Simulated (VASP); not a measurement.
# C in VASP: single point with PBEsol+D3(BJ)

Aim: the single point of C with PBEsol+D3(BJ).

Everything below comes from runs of VASP 6.6.1. Logs are shortened: lines on timing, memory, paths and dates and some standing lists are left out, and cuts for length are marked.

## (1) The cell of the first run

The cell holds a slab with vacuum, 8 atoms: a = 4.917 Å, b = 4.917 Å, c = 27.962 Å, α = 90.00°, β = 90.00°, γ = 120.00°.

## (2) Single point, PBEsol+D3(BJ)

Input file INCAR:

```
PREC     = Accurate       # precision mode
ENCUT    = 520            # plane-wave cutoff, eV
EDIFF    = 1E-6           # SCF threshold, eV
ISMEAR   = 0              # smearing method
SIGMA    = 0.04           # smearing width, eV
LREAL    = F              # projectors in reciprocal space
LASPH    = T              # aspherical terms in the spheres
NELM     = 120            # most SCF steps
ALGO     = Normal         # electronic algorithm
ISIF     = 2              # what is computed and relaxed
LWAVE    = F              # write WAVECAR
LCHARG   = F              # write CHGCAR
LDIPOL   = T            
IDIPOL   = 3            
DIPOL    = 0.5 0.5 0.720
GGA      = PS             # functional
IVDW     = 12             # dispersion correction
NBANDS   = 26             # bands
GGA_COMPAT= F            
NELMDL   = -8
```

Input file KPOINTS:

```
Automatic mesh
0
Gamma
  9 9 1
```

Input file POSCAR:

```
C
1.0
    4.9171119909      0.0000000000      0.0000000000
   -2.4585559954      4.2583438974      0.0000000000
    0.0000000000      0.0000000000     27.9617409030
C
8
Direct
    0.8329012637     -0.0008322302      0.7200746324
    0.8329331727      0.5004320697      0.7200746324
    0.3333333333      0.0000000000      0.7183657945
    0.3341655636      0.5004001606      0.7200746324
   -0.0008322302      0.8329012637      0.7200746324
    0.0000000000      0.3333333333      0.7183657945
    0.5004320697      0.8329331727      0.7200746324
    0.5004001606      0.3341655636      0.7200746324
```

Potentials or basis: VASP PAW PBE potentials, release 64 (C).

Launch:

```
$ cat potpaw_PBE.64/C/POTCAR > POTCAR
$ mpirun -np 1 vasp_std > vasp.out
```

OUTCAR:

```text
PREC = Accurate
   ENCUT = 520
   EDIFF = 1E-6
   ISMEAR = 0
   LREAL = F
   LASPH = T
   NELM = 120
   ISIF = 2
   GGA = PS
   IVDW = 12
   NELMDL = -8
 IVDW          = 12

 ion  position               nearest neighbor table
   1  0.833  0.999  0.720-   7 1.42   5 1.42   6 1.42
   2  0.833  0.500  0.720-   5 1.42   8 1.42   6 1.42
   3  0.333  0.000  0.718-   5 1.42   8 1.42   7 1.42
   4  0.334  0.500  0.720-   8 1.42   7 1.42   6 1.42
   5  0.999  0.833  0.720-   2 1.42   1 1.42   3 1.42
   6  0.000  0.333  0.718-   1 1.42   4 1.42   2 1.42
   7  0.500  0.833  0.720-   1 1.42   4 1.42   3 1.42
   8  0.500  0.334  0.720-   4 1.42   2 1.42   3 1.42

  LATTYP: Found a hexagonal cell.
 ALAT       =     4.9171119909
 C/A-ratio  =     5.6866186808

  Lattice vectors:

 A1 = (   4.9171119909,   0.0000000000,   0.0000000000)
 A2 = (  -2.4585559954,   4.2583438974,   0.0000000000)
 A3 = (   0.0000000000,   0.0000000000,  27.9617409030)

Analysis of symmetry for initial positions (statically):
=====================================================================
 Subroutine PRICEL returns:
 Original cell was already a primitive cell.

 Routine SETGRP: Setting up the symmetry group for a
 hexagonal supercell.

 Subroutine GETGRP returns: Found  6 space group operations
 (whereof  2 operations were pure point group operations)
 out of a pool of 24 trial point group operations.

The static configuration has the point symmetry C_1h.
 The point group associated with its full space group is C_3v.

Analysis of symmetry for dynamics (positions and initial velocities):
=====================================================================
 Subroutine PRICEL returns:
 Original cell was already a primitive cell.

 Routine SETGRP: Setting up the symmetry group for a
 hexagonal supercell.

 Subroutine GETGRP returns: Found  6 space group operations
 (whereof  2 operations were pure point group operations)
 out of a pool of 24 trial point group operations.

The dynamic configuration has the point symmetry C_1h.
 The point group associated with its full space group is C_3v.

 Subroutine INISYM returns: Found  6 space group operations
 (whereof  2 operations are pure point group operations),
 and found     1 'primitive' translations

----------------------------------------------------------------------------------------

                                     Primitive cell

  volume of cell :     585.4840

  direct lattice vectors                    reciprocal lattice vectors
     4.917111991  0.000000000  0.000000000     0.203371410  0.117416538  0.000000000
    -2.458555995  4.258343897  0.000000000     0.000000000  0.234833077  0.000000000
     0.000000000  0.000000000 27.961740903     0.000000000  0.000000000  0.035763152

  length of vectors
     4.917111991  4.917111991 27.961740903     0.234833077  0.234833077  0.035763152

  position of ions in fractional coordinates (direct lattice)
     0.832901264  0.999167770  0.720074632
     0.832933173  0.500432070  0.720074632
     0.333333333  0.000000000  0.718365795
     0.334165564  0.500400161  0.720074632
     0.999167770  0.832901264  0.720074632
     0.000000000  0.333333333  0.718365795
     0.500432070  0.832933173  0.720074632
     0.500400161  0.334165564  0.720074632

  ion indices of the primitive-cell ions
   primitive index   ion index
                 1           1
                 2           2
                 3           3
                 4           4
                 5           5
                 6           6
                 7           7
                 8           8

----------------------------------------------------------------------------------------

 KPOINTS: Automatic mesh

Automatic generation of k-mesh.
 Grid dimensions read from file:
 generate k-points for:    9    9    1

 Generating k-lattice:

  Cartesian coordinates                     Fractional coordinates (reciprocal lattice)
     0.022596823  0.013046282  0.000000000     0.111111111  0.000000000  0.000000000
     0.000000000  0.026092564  0.000000000     0.000000000  0.111111111  0.000000000
     0.000000000  0.000000000  0.035763152     0.000000000  0.000000000  1.000000000

  Length of vectors
     0.026092564  0.026092564  0.035763152

  Shift w.r.t. Gamma in fractional coordinates (k-lattice)
     0.000000000  0.000000000  0.000000000

 Subroutine IBZKPT returns following result:
 ===========================================

 Found     12 irreducible k-points:

 Following reciprocal coordinates:
            Coordinates               Weight
  0.000000  0.000000  0.000000      1.000000
  0.111111  0.000000  0.000000      6.000000
  0.222222  0.000000  0.000000      6.000000
  0.333333  0.000000  0.000000      6.000000
  0.444444  0.000000  0.000000      6.000000
  0.111111  0.111111  0.000000      6.000000
  0.222222  0.111111  0.000000     12.000000
  0.333333  0.111111  0.000000     12.000000
  0.444444  0.111111  0.000000      6.000000
  0.222222  0.222222  0.000000      6.000000
  0.333333  0.222222  0.000000     12.000000
  0.333333  0.333333  0.000000      2.000000
   k-points           NKPTS =     12   k-points in BZ     NKDIM =     12   number of bands    NBANDS=     26
   number of dos      NEDOS =    301   number of ions     NIONS =      8
   total plane-waves  NPLWV = 336000
   dimension x,y,z NGX =    40 NGY =   40 NGZ =  210
   dimension x,y,z NGXF=    80 NGYF=   80 NGZF=  420
   ions per type =               8
   NGX,Y,Z   is equivalent  to a cutoff of  13.52, 13.52, 12.49 a.u.
   NGXF,Y,Z  is equivalent  to a cutoff of  27.05, 27.05, 24.97 a.u.
 SYSTEM =  unknown system
   PREC   = accura    normal or accurate (medium, high low for compatibility)
   ISTART =      0    job   : 0-new  1-cont  2-samecut
   ICHARG =      2    charge: 1-file 2-atom 10-const
   ISPIN  =      1    spin polarized calculation?
   LNONCOLLINEAR =      F non collinear calculations
   LSORBIT =      F    spin-orbit coupling
   LASPH  =      T    aspherical Exc in radial PAW
   ENCUT  =  520.0 eV  38.22 Ry    6.18 a.u.   9.14  9.14 51.99*2*pi/ulx,y,z
   NELM   =    120;   NELMIN=  2; NELMDL= -8     # of ELM steps
   EDIFF  = 0.1E-05   stopping-criterion for ELM
   LREAL  =      F    real-space projection
   EDIFFG = 0.1E-04   stopping-criterion for IOM
   NSW    =      0    number of steps for IOM
   IBRION =     -1    ionic relax: 0-MD 1-quasi-New 2-CG
   NFREE  =      0    steps in history (QN), initial steepest desc. (CG)
   ISIF   =      2    stress and relaxation
   ISYM   =      2    0-nonsym 1-usesym 2-fastsym
   POTIM  = 0.5000    time-step for ionic-motion
   TEBEG  =    0.0;   TEEND  =   0.0 temperature during run
   PSTRESS=    0.0 pullay stress
   NELECT =      32.0000    total number of electrons
   NUPDOWN=      -1.0000    fix difference up-down
   EMIN   =  10.00;   EMAX   =-10.00  energy-range for DOS
   EFERMI =   0.00;   METHOD = LEGACY
   ISMEAR =     0;   SIGMA  =   0.04  broadening in eV -4-tet -1-fermi 0-gaus
   EFERMI_NEDOS =   21; number of points for ismear=-14 and -15
   IALGO  =     38    algorithm
   IMIX   =      4    mixing-type and parameters
     AMIX     =   0.40;   BMIX     =  1.00
     AMIX_MAG =   1.60;   BMIX_MAG =  1.00
  volume/ion in A,a.u.               =      73.19       493.88
  Fermi-wavevector in a.u.,A,eV,Ry     =   0.621279  1.174047  5.251675  0.385987
  Thomas-Fermi vector in A             =   1.680727
   LORBIT       =      0    0 simple, 1 ext, 2 COOP (PROOUT), +10 PAW based schemes
   GGA     = PS    functional components
   LHFCALC =     F    Hartree Fock is set to
   AEXX    =    0.0000 exact exchange contribution
   IVDW    =    12    specifies the selected vdW correction
   LEPSILON=     F    determine dielectric tensor
   LRPA    =     F    only Hartree local field effects (RPA)
 non-spin polarized calculation
 Gauss-broadening in eV      SIGMA  =   0.04
  energy-cutoff  :      520.00
  volume of cell :      585.48
 maximum number of plane-waves:     15807
 NGX is ok and might be reduce to    40
   NGX = 19   NGY = 19   NGZ =103

 number of electron      32.0000000 magnetization

 dipolmoment           0.000000      0.000000     -0.000070 electrons x Angstroem

 Free energy of the ion-electron system (eV)
  ---------------------------------------------------
  ext. energy  EPLUGINS =         0.00000000
  ---------------------------------------------------
  free energy    TOTEN  =       -77.09561192 eV

  energy without entropy =      -77.09449747  energy(sigma->0) =      -77.09505470

 E-fermi :  -3.2252     XC(G=0):  -1.5616

 val. band max:       -3.2251865729   @ k =   0.3333   0.3333   0.0000
 cond. band min:      -3.2251865100   @ k =   0.3333   0.3333   0.0000
 fundamental gap:      0.0000000629
 Fermi energy:        -3.2251865415

 k-point     1 :       0.0000    0.0000    0.0000
  band No.  band energies     occupation
      1     -22.7776      2.00000
      2     -17.4874      2.00000
      3     -17.4874      2.00000
      4     -17.4044      2.00000
      5     -16.5494      2.00000
      6     -16.4970      2.00000
[... 18 lines left out ...]
     25       2.5323      0.00000
     26       2.8616      0.00000

 k-point     2 :       0.1111    0.0000    0.0000
  band No.  band energies     occupation
      1     -22.7043      2.00000
      2     -18.2523      2.00000
      3     -17.7203      2.00000
      4     -17.6811      2.00000
      5     -16.1607      2.00000
      6     -16.1429      2.00000
[... 18 lines left out ...]
     25       2.6337      0.00000
     26       2.9628      0.00000

 k-point     3 :       0.2222    0.0000    0.0000
  band No.  band energies     occupation
      1     -22.4845      2.00000
      2     -19.2639      2.00000
      3     -18.0651      2.00000
      4     -18.0386      2.00000
      5     -15.4465      2.00000
      6     -15.4420      2.00000
[... 18 lines left out ...]
     25       2.9377      0.00000
     26       3.2666      0.00000

 k-point     4 :       0.3333    0.0000    0.0000
  band No.  band energies     occupation
      1     -22.1194      2.00000
      2     -20.1757      2.00000
      3     -18.3218      2.00000
      4     -18.3003      2.00000
      5     -14.6270      2.00000
      6     -14.6245      2.00000
[... 18 lines left out ...]
     25       3.4436      0.00000
     26       3.7052      0.00000
[... 148 lines left out ...]
      1     -21.9011      2.00000
      2     -19.9868      2.00000
      3     -19.9414      2.00000
      4     -16.7114      2.00000
      5     -15.8206      2.00000
      6     -12.7774      2.00000
[... 18 lines left out ...]
     25       3.7472      0.00000
     26       4.0398      0.00000

 k-point    11 :       0.3333    0.2222    0.0000
  band No.  band energies     occupation
      1     -21.3945      2.00000
      2     -20.7462      2.00000
      3     -20.1051      2.00000
      4     -16.5709      2.00000
      5     -15.3180      2.00000
      6     -13.4136      2.00000
[... 18 lines left out ...]
     25       3.6924      0.00000
     26       3.7481      0.00000

 k-point    12 :       0.3333    0.3333    0.0000
  band No.  band energies     occupation
      1     -20.8636      2.00000
      2     -20.7952      2.00000
      3     -20.7952      2.00000
      4     -15.7807      2.00000
      5     -15.7807      2.00000
      6     -13.8864      2.00000
[... 18 lines left out ...]
     25       3.6352      0.00000
     26       3.6352      0.00000

------------------------ aborting loop because EDIFF is reached ----------------------------------------

 vacuum level on the upper side and lower side of the slab       (xc-potential included)        -0.006        -0.005

 Edisp (eV)   -0.39279

 E8    (eV) :    -0.2022

  FORCE on cell =-STRESS in cart. coord.  units (eV):
  Direction    XX          YY          ZZ          XY          YZ          ZX
  --------------------------------------------------------------------------------------
  -------------------------------------------------------------------------------------
  Total       0.39553     0.39553    -0.10236     0.00000     0.00000     0.00000
  in kB       1.08237     1.08237    -0.28012     0.00000     0.00000     0.00000
  external pressure =        0.63 kB  Pullay stress =        0.00 kB

 VOLUME and BASIS-vectors are now :
 -----------------------------------------------------------------------------
  energy-cutoff  :      520.00
  volume of cell :      585.48
      direct lattice vectors                 reciprocal lattice vectors
     4.917111991  0.000000000  0.000000000     0.203371410  0.117416538  0.000000000
    -2.458555995  4.258343897  0.000000000     0.000000000  0.234833077  0.000000000
     0.000000000  0.000000000 27.961740903     0.000000000  0.000000000  0.035763152

 POSITION                                       TOTAL-FORCE (eV/Angst)
 -----------------------------------------------------------------------------------
      1.63896      4.25480     20.13454         0.007145      0.306364     -0.210494
      2.86529      2.13101     20.13454         0.261747     -0.159370     -0.210494
      1.63904      0.00000     20.08676         0.000000     -0.000000      0.631483
      0.41287      2.13088     20.13454        -0.268891     -0.146994     -0.210494
      2.86529      3.54678     20.13454         0.261747      0.159370     -0.210494
     -0.81952      1.41945     20.08676         0.000000     -0.000000      0.631483
      0.41287      3.54692     20.13454        -0.268891      0.146994     -0.210494
      1.63896      1.42299     20.13454         0.007145     -0.306364     -0.210494
 -----------------------------------------------------------------------------------
    total drift:                               -0.000039     -0.000068     -0.000012

  FREE ENERGIE OF THE ION-ELECTRON SYSTEM (eV)
  ---------------------------------------------------
  free  energy   TOTEN  =       -77.4884036643 eV

  energy  without entropy=      -77.4872892158  energy(sigma->0) =      -77.48784644

 vacuum level on the upper side and lower side of the slab         1.076         1.076
```

It took 6.9 min on 1 thread of Intel Xeon Platinum 8259CL at 2.50GHz (Skylake/Cascade Lake), shared host; peak memory 0.69 GiB.

What came out:

```yaml
Free_energy: -77.4884 eV
Largest_force: 0.631 eV/Å
Band_gap_on_the_k_mesh: zero (filled and empty bands touch)
Dispersion_energy_per_atom: -0.049 eV
```

Forces on the atoms (eV/Å):
```
C    0.007  0.306 -0.210
C    0.262 -0.159 -0.210
C    0.000  0.000  0.631
C   -0.269 -0.147 -0.210
C    0.262  0.159 -0.210
C    0.000  0.000  0.631
C   -0.269  0.147 -0.210
C    0.007 -0.306 -0.210
```

Caveat: the PAW data sets were made with another functional, which shifts forces and pressure a little.
